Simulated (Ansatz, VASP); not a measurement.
# Two plane-wave programs on TaN

File INCAR:

```
ALGO = Normal ; EDIFF = 1E-6
ENCUT = 600 ; GGA = PE
GGA_COMPAT = False ; ISIF = 2
ISMEAR = 0 ; LASPH = True
LCHARG = False ; LREAL = False
LWAVE = False ; NBANDS = 15
NELM = 120 ; PREC = Accurate
SIGMA = 0.1
```

KPOINTS

```
k-points
0
Gamma
  6 6 6
```

POSCAR

```
TaN
1.0
    2.9379988584      0.0000000000      0.0000000000
   -1.4689994292      2.5443816477      0.0000000000
    0.0000000000      0.0000000000      2.8830000000
Ta N
1 1
Direct
    0.3333333333      0.6666666667      0.5000000000
    0.0000000000      0.0000000000      0.0000000000
```

Input for Ansatz:

```yaml
crystal:
  lattice:
    - [2.9379988584, 0.0, 0.0]
    - [-1.4689994292, 2.5443816477, 0.0]
    - [0.0, 0.0, 2.883]
  atoms:
    - { symbol: Ta, position: [0.3333333333, 0.6666666667, 0.5] }
    - { symbol: "N", position: [0.0, 0.0, 0.0] }
basis:
  ecutwfc: 420
kpoints:
  mp_grid: { grid: [6, 6, 6] }
hamiltonian:
  xc: pbe
scf:
  occupations: { method: gaussian, width: 0.1 }
output:
  forces: true
  stress: true
  eigenvalues: true
```

Alike in both runs: task single point; functional PBE; k mesh 6 × 6 × 6; occupations gaussian, width 0.1 eV; no spin polarisation.

|  | VASP | Ansatz |
| --- | --- | --- |
| version | VASP 6.6.1 | Ansatz 0.2.0 |
| potentials or method | VASP PAW PBE potentials, release 64 (Ta_pv, N), cutoff 600 eV | scalar-relativistic, plane waves, PAW |
| valence electrons in the cell | 16 | 18 |

Ansatz gave:

```
gap on the k mesh at the Fermi level (eV)                     : none
pressure (GPa)                                                : 4.7
traceless stress, the component that is largest in VASP (GPa) : 0.66
```

Q: Which values does VASP return?

A: gap on the k mesh at the Fermi level (eV): none; pressure (GPa): 5.3; traceless stress, the component that is largest in VASP (GPa): 0.78.

A gap of «none» marks a metal or a gap that the smearing closes. VASP's potentials hold 16 valence electrons a cell and Ansatz's 18, so a difference there can come from the potentials and not from the codes.

The k mesh is coarse, so the values compare programs but aren't converged. Neither program's run includes spin-orbit coupling.
